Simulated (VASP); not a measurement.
Runs of VASP 6.6.1 on CaO. The structure is hexagonal, space group P6_3/mmc (No. 194). Conventional cell: a = 3.320 Å, b = 3.320 Å, c = 5.814 Å, α = 90.00°, β = 90.00°, γ = 120.00°. Within 3.4 Å of Ca (site symmetry -3m) lie 6 O at 2.41 Å and 8 Ca at 2.91 to 3.32 Å. O (site symmetry -6m2) has 6 Ca at 2.41 Å and 12 O at 3.32 to 3.48 Å within 3.5 Å. 

| level | potentials or basis | k mesh | gap on the mesh (eV) | pressure (GPa) |
| --- | --- | --- | --- | --- |
| PBE | VASP PAW PBE potentials, release 64 (Ca_sv, O) | 6 × 6 × 4 | 3.83 | 3.3 |
| PBE | VASP PAW PBE potentials, release 64 (Ca_sv, O) | 6 × 6 × 2 | 3.83 | 3.3 |
| LDA | VASP PAW LDA potentials, release 64 (Ca_sv, O) | 6 × 6 × 2 | 3.66 | -5.2 |
| r2SCAN | VASP PAW PBE potentials, release 64 (Ca_sv, O) | 6 × 6 × 2 | (a) | 1.1 |

Alike in all rows: task single point; no spin polarisation; cell as given; cutoff (eV) 520; smearing gaussian 0.01 eV.

**Question.** Fill in the values left out.

**Answer.** (a) 4.40.

Caveats: some runs use coarse meshes; the cell stands under pressure (at least some runs); the PAW data sets were made with another functional, which shifts forces and pressure a little (at least some runs).

A k mesh can miss the band edges.
